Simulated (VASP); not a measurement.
# ZrN (ZrN (100), 3 layers) in VASP: single point with PBE+U

Aim: the single point of ZrN (ZrN (100), 3 layers) with PBE+U.

All numbers are computed with VASP 6.6.1; they aren't measurements. Logs are shortened: lines on timing, memory, paths and dates and some standing lists are left out, and cuts for length are marked.

**1. The cell of the first run**

The cell holds a slab with vacuum, 6 atoms: a = 3.249 Å, b = 3.249 Å, c = 20.595 Å, α = 90.00°, β = 90.00°, γ = 90.00°.

**2. Single point, PBE+U**

Contents of INCAR:

```
SYSTEM = ZrN
ALGO = Normal
DIPOL = 0.5 0.5 0.500
EDIFF = 1E-6
ENCUT = 520
GGA = PE
GGA_COMPAT = .FALSE.
IDIPOL = 3
ISIF = 2
ISMEAR = -1
LASPH = .TRUE.
LCHARG = .FALSE.
LDAU = .TRUE.
LDAUJ = 0 0
LDAUL = 2 -1
LDAUPRINT = 1
LDAUTYPE = 2
LDAUU = 3 0
LDIPOL = .TRUE.
LMAXMIX = 4
LREAL = .FALSE.
LWAVE = .FALSE.
NBANDS = 34
NELM = 200
NELMDL = -8
PREC = Accurate
SIGMA = 0.05
```

Contents of KPOINTS:

```
k-points
0
G
  10 10 1
  0 0 0
```

Contents of POSCAR:

```
ZrN
1.0
    3.2489502559      0.0000000000      0.0000000000
    0.0000000000      3.2489502559      0.0000000000
    0.0000000000      0.0000000000     20.5947000000
Zr N
3 3
Direct
    0.2500000000      0.2500000000      0.3884492244
    0.7500000000      0.7500000000      0.5000000000
    0.2500000000      0.2500000000      0.6115507756
    0.7500000000      0.7500000000      0.3884492244
    0.2500000000      0.2500000000      0.5000000000
    0.7500000000      0.7500000000      0.6115507756
```

Potentials or basis: VASP PAW PBE potentials, release 64 (Zr_sv, N).

Launch:

```sh
> cat potpaw_PBE.64/Zr_sv/POTCAR potpaw_PBE.64/N/POTCAR > POTCAR
> mpirun -np 1 vasp_std > vasp.out
```

OUTCAR:

```text
SYSTEM = ZrN
   EDIFF = 1E-6
   ENCUT = 520
   GGA = PE
   ISIF = 2
   ISMEAR = -1
   LASPH = .TRUE.
   LREAL = .FALSE.
   NELM = 200
   NELMDL = -8
   PREC = Accurate

 ion  position               nearest neighbor table
   1  0.250  0.250  0.388-   4 2.30   4 2.30   4 2.30   4 2.30   5 2.30   2 3.25   2 3.25   2 3.25
                             2 3.25
   2  0.750  0.750  0.500-   5 2.30   5 2.30   5 2.30   5 2.30   6 2.30   4 2.30   3 3.25   3 3.25
                             1 3.25   3 3.25   1 3.25   1 3.25   3 3.25   1 3.25
   3  0.250  0.250  0.612-   6 2.30   6 2.30   6 2.30   6 2.30   5 2.30   2 3.25   2 3.25   2 3.25
                             2 3.25
   4  0.750  0.750  0.388-   1 2.30   1 2.30   1 2.30   1 2.30   2 2.30
   5  0.250  0.250  0.500-   2 2.30   2 2.30   2 2.30   2 2.30   3 2.30   1 2.30
   6  0.750  0.750  0.612-   3 2.30   3 2.30   3 2.30   3 2.30   2 2.30

  LATTYP: Found a simple tetragonal cell.
 ALAT       =     3.2489502559
 C/A-ratio  =     6.3388782154

  Lattice vectors:

 A1 = (   3.2489502559,   0.0000000000,   0.0000000000)
 A2 = (   0.0000000000,   3.2489502559,   0.0000000000)
 A3 = (   0.0000000000,   0.0000000000,  20.5947000000)

Analysis of symmetry for initial positions (statically):
=====================================================================
 Subroutine PRICEL returns:
 Original cell was already a primitive cell.

 Routine SETGRP: Setting up the symmetry group for a
 simple tetragonal supercell.

 Subroutine GETGRP returns: Found 16 space group operations
 (whereof  4 operations were pure point group operations)
 out of a pool of 16 trial point group operations.

The static configuration has the point symmetry C_2v.
 The point group associated with its full space group is D_4h.

Analysis of symmetry for dynamics (positions and initial velocities):
=====================================================================
 Subroutine PRICEL returns:
 Original cell was already a primitive cell.

 Routine SETGRP: Setting up the symmetry group for a
 simple tetragonal supercell.

 Subroutine GETGRP returns: Found 16 space group operations
 (whereof  4 operations were pure point group operations)
 out of a pool of 16 trial point group operations.

The dynamic configuration has the point symmetry C_2v.
 The point group associated with its full space group is D_4h.

 Subroutine INISYM returns: Found 16 space group operations
 (whereof  4 operations are pure point group operations),
 and found     1 'primitive' translations

----------------------------------------------------------------------------------------

                                     Primitive cell

  volume of cell :     217.3910

  direct lattice vectors                    reciprocal lattice vectors
     3.248950256  0.000000000  0.000000000     0.307791724  0.000000000  0.000000000
     0.000000000  3.248950256  0.000000000     0.000000000  0.307791724  0.000000000
     0.000000000  0.000000000 20.594700000     0.000000000  0.000000000  0.048556182

  length of vectors
     3.248950256  3.248950256 20.594700000     0.307791724  0.307791724  0.048556182

  position of ions in fractional coordinates (direct lattice)
     0.250000000  0.250000000  0.388449224
     0.750000000  0.750000000  0.500000000
     0.250000000  0.250000000  0.611550776
     0.750000000  0.750000000  0.388449224
     0.250000000  0.250000000  0.500000000
     0.750000000  0.750000000  0.611550776

  ion indices of the primitive-cell ions
   primitive index   ion index
                 1           1
                 2           2
                 3           3
                 4           4
                 5           5
                 6           6

----------------------------------------------------------------------------------------

 KPOINTS: k-points

Automatic generation of k-mesh.
 Grid dimensions read from file:
 generate k-points for:   10   10    1

 Generating k-lattice:

  Cartesian coordinates                     Fractional coordinates (reciprocal lattice)
     0.030779172  0.000000000  0.000000000     0.100000000  0.000000000  0.000000000
     0.000000000  0.030779172  0.000000000     0.000000000  0.100000000  0.000000000
     0.000000000  0.000000000  0.048556182     0.000000000  0.000000000  1.000000000

  Length of vectors
     0.030779172  0.030779172  0.048556182

  Shift w.r.t. Gamma in fractional coordinates (k-lattice)
     0.000000000  0.000000000  0.000000000

 Subroutine IBZKPT returns following result:
 ===========================================

 Found     21 irreducible k-points:

 Following reciprocal coordinates:
            Coordinates               Weight
  0.000000  0.000000  0.000000      1.000000
  0.100000  0.000000  0.000000      4.000000
  0.200000  0.000000  0.000000      4.000000
  0.300000  0.000000  0.000000      4.000000
  0.400000  0.000000  0.000000      4.000000
  0.500000  0.000000  0.000000      2.000000
[... 13 lines left out ...]
  0.500000  0.400000  0.000000      4.000000
  0.500000  0.500000  0.000000      1.000000
   k-points           NKPTS =     21   k-points in BZ     NKDIM =     21   number of bands    NBANDS=     34
   number of dos      NEDOS =    301   number of ions     NIONS =      6
   total plane-waves  NPLWV =  92160
   dimension x,y,z NGX =    24 NGY =   24 NGZ =  160
   dimension x,y,z NGXF=    48 NGYF=   48 NGZF=  320
   ions per type =               3   3
   NGX,Y,Z   is equivalent  to a cutoff of  12.28, 12.28, 12.92 a.u.
   NGXF,Y,Z  is equivalent  to a cutoff of  24.56, 24.56, 25.83 a.u.
 SYSTEM =  ZrN
   PREC   = accura    normal or accurate (medium, high low for compatibility)
   ISTART =      0    job   : 0-new  1-cont  2-samecut
   ICHARG =      2    charge: 1-file 2-atom 10-const
   ISPIN  =      1    spin polarized calculation?
   LNONCOLLINEAR =      F non collinear calculations
   LSORBIT =      F    spin-orbit coupling
   LASPH  =      T    aspherical Exc in radial PAW
   ENCUT  =  520.0 eV  38.22 Ry    6.18 a.u.   6.04  6.04 38.29*2*pi/ulx,y,z
   NELM   =    200;   NELMIN=  2; NELMDL= -8     # of ELM steps
   EDIFF  = 0.1E-05   stopping-criterion for ELM
   LREAL  =      F    real-space projection
   EDIFFG = 0.1E-04   stopping-criterion for IOM
   NSW    =      0    number of steps for IOM
   IBRION =     -1    ionic relax: 0-MD 1-quasi-New 2-CG
   NFREE  =      0    steps in history (QN), initial steepest desc. (CG)
   ISIF   =      2    stress and relaxation
   ISYM   =      2    0-nonsym 1-usesym 2-fastsym
   POTIM  = 0.5000    time-step for ionic-motion
   TEBEG  =    0.0;   TEEND  =   0.0 temperature during run
   PSTRESS=    0.0 pullay stress
   NELECT =      51.0000    total number of electrons
   NUPDOWN=      -1.0000    fix difference up-down
   EMIN   =  10.00;   EMAX   =-10.00  energy-range for DOS
   EFERMI =   0.00;   METHOD = LEGACY
   ISMEAR =    -1;   SIGMA  =   0.05  broadening in eV -4-tet -1-fermi 0-gaus
   EFERMI_NEDOS =   21; number of points for ismear=-14 and -15
   IALGO  =     38    algorithm
   IMIX   =      4    mixing-type and parameters
     AMIX     =   0.40;   BMIX     =  1.00
     AMIX_MAG =   1.60;   BMIX_MAG =  1.00
  volume/ion in A,a.u.               =      36.23       244.50
  Fermi-wavevector in a.u.,A,eV,Ry     =   1.009681  1.908021 13.870548  1.019457
  Thomas-Fermi vector in A             =   2.142625
   LORBIT       =      0    0 simple, 1 ext, 2 COOP (PROOUT), +10 PAW based schemes
 LDA+U is selected, type is set to LDAUTYPE =  2
   angular momentum for each species LDAUL =     2   -1
   U (eV)           for each species LDAUU =   3.0  0.0
   J (eV)           for each species LDAUJ =   0.0  0.0
   GGA     = PE    functional components
   LHFCALC =     F    Hartree Fock is set to
   AEXX    =    0.0000 exact exchange contribution
   IVDW    =     0    specifies the selected vdW correction
   LEPSILON=     F    determine dielectric tensor
   LRPA    =     F    only Hartree local field effects (RPA)
 non-spin polarized calculation
  energy-cutoff  :      520.00
  volume of cell :      217.39
 maximum number of plane-waves:      5912
   NGX = 13   NGY = 13   NGZ = 77

atom =   1  type =  1  l = 2

 onsite density matrix

spin component  1

  0.1774 -0.0000  0.0000 -0.0000  0.0000
 -0.0000  0.1301  0.0000 -0.0000  0.0000
  0.0000  0.0000  0.1426  0.0000 -0.0000
 -0.0000 -0.0000  0.0000  0.1301 -0.0000
  0.0000  0.0000 -0.0000 -0.0000  0.1620

spin component  2

  0.1774 -0.0000  0.0000 -0.0000  0.0000
 -0.0000  0.1301  0.0000 -0.0000  0.0000
  0.0000  0.0000  0.1426  0.0000 -0.0000
 -0.0000 -0.0000  0.0000  0.1301 -0.0000
  0.0000  0.0000 -0.0000 -0.0000  0.1620
[... 67 lines left out ...]
 occupancies and eigenvectors

  o =  0.1301  v =  0.0000 -0.9730  0.0000  0.2307  0.0000  0.0000  0.0000  0.0000  0.0000  0.0000      0.0000  0.0000  0.0000  0.0000  0.0000  0.0000  0.0000  0.0000  0.0000  0.0000
  o =  0.1301  v =  0.0000  0.0000  0.0000  0.0000  0.0000  0.0000 -0.9730  0.0000  0.2307  0.0000      0.0000  0.0000  0.0000  0.0000  0.0000  0.0000  0.0000  0.0000  0.0000  0.0000
  o =  0.1301  v =  0.0000  0.2307 -0.0000  0.9730 -0.0000  0.0000  0.0000  0.0000  0.0000  0.0000      0.0000  0.0000  0.0000  0.0000  0.0000  0.0000  0.0000  0.0000  0.0000  0.0000
  o =  0.1301  v =  0.0000  0.0000  0.0000  0.0000  0.0000  0.0000  0.2307 -0.0000  0.9730 -0.0000      0.0000  0.0000  0.0000  0.0000  0.0000  0.0000  0.0000  0.0000  0.0000  0.0000
  o =  0.1426  v =  0.0000  0.0000  0.0000  0.0000  0.0000  0.0000 -0.0000 -1.0000 -0.0000  0.0000      0.0000  0.0000  0.0000  0.0000  0.0000  0.0000  0.0000  0.0000  0.0000  0.0000
  o =  0.1426  v =  0.0000 -0.0000 -1.0000 -0.0000  0.0000  0.0000  0.0000  0.0000  0.0000  0.0000      0.0000  0.0000  0.0000  0.0000  0.0000  0.0000  0.0000  0.0000  0.0000  0.0000
  o =  0.1620  v =  0.0000  0.0000  0.0000  0.0000  0.0000  0.0000  0.0000  0.0000 -0.0000  1.0000      0.0000  0.0000  0.0000  0.0000  0.0000  0.0000  0.0000  0.0000  0.0000  0.0000
  o =  0.1620  v =  0.0000  0.0000  0.0000 -0.0000  1.0000  0.0000  0.0000  0.0000  0.0000  0.0000      0.0000  0.0000  0.0000  0.0000  0.0000  0.0000  0.0000  0.0000  0.0000  0.0000
  o =  0.1774  v =  0.0000  0.0000  0.0000  0.0000  0.0000  1.0000  0.0000  0.0000  0.0000  0.0000      0.0000  0.0000  0.0000  0.0000  0.0000  0.0000  0.0000  0.0000  0.0000  0.0000
  o =  0.1774  v =  1.0000  0.0000  0.0000  0.0000  0.0000  0.0000  0.0000  0.0000  0.0000  0.0000      0.0000  0.0000  0.0000  0.0000  0.0000  0.0000  0.0000  0.0000  0.0000  0.0000

 number of electron      50.9999999 magnetization

 dipolmoment           0.000000      0.000000     -0.000000 electrons x Angstroem

 Free energy of the ion-electron system (eV)
  ---------------------------------------------------
  ext. energy  EPLUGINS =         0.00000000
  ---------------------------------------------------
  free energy    TOTEN  =       -52.99853098 eV

  energy without entropy =      -52.97485841  energy(sigma->0) =      -52.98669470

 E-fermi :   2.4042     XC(G=0):  -5.3400

 val. band max:        2.3691734242   @ k =   0.2000   0.1000   0.0000
 cond. band min:       2.4164428107   @ k =   0.2000   0.1000   0.0000
 fundamental gap:      0.0472693865
 Fermi energy:         2.4042178601

 k-point     1 :       0.0000    0.0000    0.0000
  band No.  band energies     occupation
      1     -48.3566      2.00000
      2     -48.3488      2.00000
      3     -47.8684      2.00000
      4     -26.6926      2.00000
      5     -26.5862      2.00000
      6     -26.1204      2.00000
[... 766 lines left out ...]
     33       6.8025      0.00000
     34       6.9933      0.00000

------------------------ aborting loop because EDIFF is reached ----------------------------------------

 vacuum level on the upper side and lower side of the slab       (xc-potential included)        -0.483        -0.483

  FORCE on cell =-STRESS in cart. coord.  units (eV):
  Direction    XX          YY          ZZ          XY          YZ          ZX
  --------------------------------------------------------------------------------------
  -------------------------------------------------------------------------------------
  Total       -2.3039166     -2.3039166      0.6628339     -0.0000000      0.0000000      0.0000000
  in kB      -16.9799244    -16.9799244      4.8851027     -0.0000000      0.0000000      0.0000000
  external PRESSURE =      -9.6915820 kB  Pullay stress =       0.0000000 kB

 VOLUME and BASIS-vectors are now :
 -----------------------------------------------------------------------------
  energy-cutoff  :      520.00
  volume of cell :      217.39
      direct lattice vectors                 reciprocal lattice vectors
     3.248950256  0.000000000  0.000000000     0.307791724  0.000000000  0.000000000
     0.000000000  3.248950256  0.000000000     0.000000000  0.307791724  0.000000000
     0.000000000  0.000000000 20.594700000     0.000000000  0.000000000  0.048556182

 POSITION                                       TOTAL-FORCE (eV/Angst)
 -----------------------------------------------------------------------------------
      0.81224      0.81224      8.00000        -0.000000      0.000000      0.761052
      2.43671      2.43671     10.29735         0.000000     -0.000000      0.000000
      0.81224      0.81224     12.59470         0.000000      0.000000     -0.761052
      2.43671      2.43671      8.00000        -0.000000      0.000000     -0.923773
      0.81224      0.81224     10.29735         0.000000     -0.000000      0.000000
      2.43671      2.43671     12.59470        -0.000000     -0.000000      0.923773
 -----------------------------------------------------------------------------------
    total drift:                                0.000000      0.000000     -0.000000

  FREE ENERGIE OF THE ION-ELECTRON SYSTEM (eV)
  ---------------------------------------------------
  free  energy   TOTEN  =       -52.9985309793 eV

  energy  without entropy=      -52.9748584111  energy(sigma->0) =      -52.98669470

 vacuum level on the upper side and lower side of the slab         4.767         4.767
```

Run time: 3 min. Hardware: 1 thread of Intel Xeon Platinum 8259CL at 2.50GHz (Skylake/Cascade Lake), shared host; peak memory 0.35 GiB.

Results:

| Quantity | Value |
| --- | --- |
| Free energy | -52.9985 eV |
| Largest force | 0.924 eV/Å |

Forces on the atoms (eV/Å):
```
Zr   0.000  0.000  0.761
Zr   0.000  0.000  0.000
Zr   0.000  0.000 -0.761
N    0.000  0.000 -0.924
N    0.000  0.000  0.000
N    0.000  0.000  0.924
```

Levels at points of the mesh, in eV from the Fermi level:
```
           k point  band 23  band 24  band 25  band 26  band 27  band 28
(0.00, 0.00, 0.00)    -3.04    -2.68    -2.68    -2.05    -0.87    -0.54
(0.50, 0.00, 0.00)    -5.02    -4.54     1.09     1.12     2.01     2.04
(0.50, 0.50, 0.00)    -3.58    -2.89    -2.00    -2.00     0.19     0.19
```

Eigenvalues of the final occupation matrices:
```
    site  spin  trace               eigenvalues
site 1 d     1   0.74  0.13 0.13 0.14 0.16 0.18
site 1 d     2   0.74  0.13 0.13 0.14 0.16 0.18
site 2 d     1   0.80  0.15 0.16 0.16 0.16 0.18
site 2 d     2   0.80  0.15 0.16 0.16 0.16 0.18
site 3 d     1   0.74  0.13 0.13 0.14 0.16 0.18
site 3 d     2   0.74  0.13 0.13 0.14 0.16 0.18
```

Caveat: U without spin polarisation on a metal has little footing.
